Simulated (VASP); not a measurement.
A run of VASP 6.6.1 is set up as follows.

File INCAR:

```
SYSTEM = Sn
  PREC = Accurate
  ENCUT = 520
  EDIFF = 1E-6
  ISMEAR = -1
  SIGMA = 0.05
  LREAL = .False.
  LASPH = .True.
  NELM = 60
  ALGO = Normal
  ISIF = 2
  LWAVE = .False.
  LCHARG = .False.
  GGA = RP
  NBANDS = 21
```

The input KPOINTS:

```
regular mesh
0
Gamma
  9 9 9
  0 0 0
```

Contents of POSCAR:

```
Sn
1.0
   -3.0005033584      3.0005033584      1.6265816330
    3.0005033584     -3.0005033584      1.6265816330
    3.0005033584      3.0005033584     -1.6265816330
Sn
2
Direct
    0.0000000000      0.0000000000      0.0000000000
    0.7500000000      0.2500000000      0.5000000000
```

Potentials or basis: VASP PAW PBE potentials, release 64 (Sn_d).

The run is started by

```sh
$ cat potpaw_PBE.64/Sn_d/POTCAR > POTCAR
$ mpirun -np 1 vasp_std > vasp.out
```

(1) What does it give for the band gap on the k mesh?

(2) What does it give for the pressure?

Answers

(1) zero (band 14 reaches 8.36 eV, above the bottom of band 15 at 4.66 eV).

(2) 0.0 GPa.

Caveat: the PAW data sets were made with another functional, which shifts forces and pressure a little; spin-orbit coupling is left out, which moves the levels of the heavy elements.
